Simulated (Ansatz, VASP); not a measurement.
Two plane-wave programs on Al2Au

Contents of INCAR:

```
SYSTEM = Al2Au
ALGO     = Normal         ! electronic algorithm
EDIFF    = 1E-7           ! SCF threshold, eV
EDIFFG   = -0.01          ! ionic threshold
ENCUT    = 600            ! plane-wave cutoff, eV
GGA      = PS             ! functional
IBRION   = 2              ! ionic algorithm
ISIF     = 3              ! what is computed and relaxed
ISMEAR   = -1             ! smearing method
LASPH    = .TRUE.         ! aspherical terms in the spheres
LCHARG   = .FALSE.        ! write CHGCAR
LREAL    = .FALSE.        ! projectors in reciprocal space
LWAVE    = .FALSE.        ! write WAVECAR
NELM     = 60             ! most SCF steps
NSW      = 80             ! ionic steps
PREC     = Accurate       ! precision mode
SIGMA    = 0.1            ! smearing width, eV
```

KPOINTS

```
k-points
0
G
  9 9 9
  0 0 0
```

File POSCAR:

```
Al2Au
1.0
    0.0000000000      3.0000000000      3.0000000000
    3.0000000000      0.0000000000      3.0000000000
    3.0000000000      3.0000000000      0.0000000000
Al Au
2 1
Direct
    0.2500000000      0.2500000000      0.2500000000
    0.7500000000      0.7500000000      0.7500000000
    0.0000000000      0.0000000000      0.0000000000
```

Input for Ansatz:

```yaml
crystal:
  lattice:
    - [0.0, 3.0, 3.0]
    - [3.0, 0.0, 3.0]
    - [3.0, 3.0, 0.0]
  atoms:
    - { symbol: Al, position: [0.25, 0.25, 0.25] }
    - { symbol: Al, position: [0.75, 0.75, 0.75] }
    - { symbol: Au, position: [0.0, 0.0, 0.0] }
  symmetry: { tolerance: 0.0003 }
hamiltonian:
  xc: pbesol
  pseudopotentials: { kind: paw, azcp: { folder: soft_1 } }
basis:
  ecutwfc: 420
magnetization:
  spin_polarized: false
scf:
  occupations: { method: fermi_dirac, width: 0.1 }
kpoints:
  mp_grid: { grid: [9, 9, 9], shift: [0, 0, 0] }
output:
  forces: true
  stress: true
  eigenvalues: true
relax:
  max_steps: 60
  cell: {}
```

Alike in both runs: task relaxation of cell and atoms; functional PBEsol; k mesh 9 × 9 × 9; occupations fermi-dirac, width 0.1 eV; no spin polarisation.

|  | VASP | Ansatz |
| --- | --- | --- |
| version | VASP 6.6.1 | Ansatz 0.2.0 |
| potentials or method | VASP PAW PBE potentials, release 64 (Al, Au), cutoff 600 eV | PAW plane waves |
| valence electrons in the cell | 17 | 25 |

```tsv
	VASP	Ansatz	Ansatz less VASP
gap on the k mesh at the Fermi level, each at its own relaxed structure (eV)	none	none	-
relaxed volume (Å³/atom)	18.00	18.03	+0.031
relaxed cell length with the largest relative difference (Å)	4.243	4.245	+0.0024
```

VASP's potentials were made for PBE, not for PBEsol, and Ansatz warns of the same on its side. A gap of «none» marks a metal or a gap that the smearing closes. VASP's potentials hold 17 valence electrons a cell and Ansatz's 25, so a difference there can come from the potentials and not from the codes.

Spin-orbit coupling is off throughout. Noted on VASP's run: the relaxation stopped at its first step, so nothing moved.
